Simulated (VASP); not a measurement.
A run of VASP 6.6.1 is set up as follows.

Contents of INCAR:

```
  PREC = Accurate
  ENCUT = 520
  EDIFF = 1E-7
  ISMEAR = -1
  SIGMA = 0.08
  LREAL = F
  LASPH = T
  NELM = 80
  ALGO = Normal
  ISIF = 2
  LWAVE = F
  LCHARG = F
  GGA = PE
  NBANDS = 9
```

File KPOINTS:

```
regular mesh
0
Gamma
  20 20 20
```

File POSCAR:

```
Be
1.0
   -1.9374093446      1.9374093446      1.0010734444
    1.9374093446     -1.9374093446      1.0010734444
    1.9374093446      1.9374093446     -1.0010734444
Be
2
Direct
   -0.3750000000     -0.1250000000     -0.2500000000
    0.3750000000      0.1250000000      0.2500000000
```

Potentials or basis: VASP PAW PBE potentials, release 64 (Be).

The run is started by

```bash
$ cat potpaw_PBE.64/Be/POTCAR > POTCAR
$ mpirun -np 1 vasp_std > vasp.out
```

Problem. Predict the band gap on the k mesh.

Solution. Zero (bands 2 and 3 overlap by 5.77 eV).

Problem. Estimate the pressure.

Solution. 27.0 GPa.

Stress tensor (GPa, compression positive):
```
26.95  0.00  0.00
 0.00 26.95  0.00
 0.00  0.00 27.09
```

Caveat: the cell stands under pressure.
